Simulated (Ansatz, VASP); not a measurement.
# KTaO3: VASP beside Ansatz

INCAR

```
PREC     = Accurate       # precision mode
ENCUT    = 520            # plane-wave cutoff, eV
EDIFF    = 1E-6           # SCF threshold, eV
ISMEAR   = 0              # smearing method
SIGMA    = 0.05           # smearing width, eV
LREAL    = F              # projectors in reciprocal space
LASPH    = T              # aspherical terms in the spheres
NELM     = 60             # most SCF steps
ALGO     = Normal         # electronic algorithm
ISIF     = 2              # what is computed and relaxed
LWAVE    = F              # write WAVECAR
LCHARG   = T              # write CHGCAR
GGA      = PE             # functional
LELF     = T              # ELF
LVHAR    = T            
NBANDS   = 27             # bands
```

The input KPOINTS:

```
regular mesh
0
Gamma
  8 8 8
```

Contents of POSCAR:

```
KTaO3
1.0
    4.0033429269      0.2502089329      0.2502089329
    0.2502089329      4.0033429269      0.2502089329
    0.2502089329      0.2502089329      4.0033429269
K Ta O
1 1 3
Direct
    0.5000000000      0.5000000000      0.5000000000
    0.0000000000      0.0000000000      0.0000000000
    0.5000000000      0.0000000000      0.0000000000
    0.0000000000      0.5000000000      0.0000000000
    0.0000000000      0.0000000000      0.5000000000
```

Input for Ansatz:

```yaml
crystal:
  lattice:
    - [4.0033429269, 0.2502089329, 0.2502089329]
    - [0.2502089329, 4.0033429269, 0.2502089329]
    - [0.2502089329, 0.2502089329, 4.0033429269]
  atoms:
    - { symbol: K, position: [0.5, 0.5, 0.5] }
    - { symbol: Ta, position: [0.0, 0.0, 0.0] }
    - { symbol: O, position: [0.5, 0.0, 0.0] }
    - { symbol: O, position: [0.0, 0.5, 0.0] }
    - { symbol: O, position: [0.0, 0.0, 0.5] }
basis:
  ecutwfc: 420
kpoints:
  mp_grid: { grid: [8, 8, 8] }
hamiltonian:
  xc: pbe
scf:
  occupations: { method: gaussian, width: 0.05 }
output:
  forces: true
  stress: true
  eigenvalues: true
  write_density: true
  write_potential: true
  elf: true
  volumetric_format: npy
```

Alike in both runs: task single point; functional PBE; k mesh 8 × 8 × 8; occupations gaussian, width 0.05 eV; no spin polarisation.

```csv
,VASP,Ansatz
version,VASP 6.6.1,Ansatz 0.2.0
potentials or method,"VASP PAW PBE potentials, release 64 (K_sv, Ta_pv, O), cutoff 520 eV","scalar-relativistic, plane waves, PAW"
valence electrons in the cell,38,40
```

|  | VASP | Ansatz | Ansatz less VASP |
| --- | --- | --- | --- |
| gap on the k mesh at the Fermi level (eV) | 1.54 | 1.58 | +0.045 |
| least direct gap on the mesh (eV) | 1.86 | 1.90 | +0.039 |
| pressure (GPa) | 5.6 | 4.9 | -0.69 |
| traceless stress, the component that is largest in VASP (GPa) | -12.65 | -12.63 | +0.017 |

VASP's potentials hold 38 valence electrons a cell and Ansatz's 40, so a difference there can come from the potentials and not from the codes.

Neither program's run includes spin-orbit coupling.
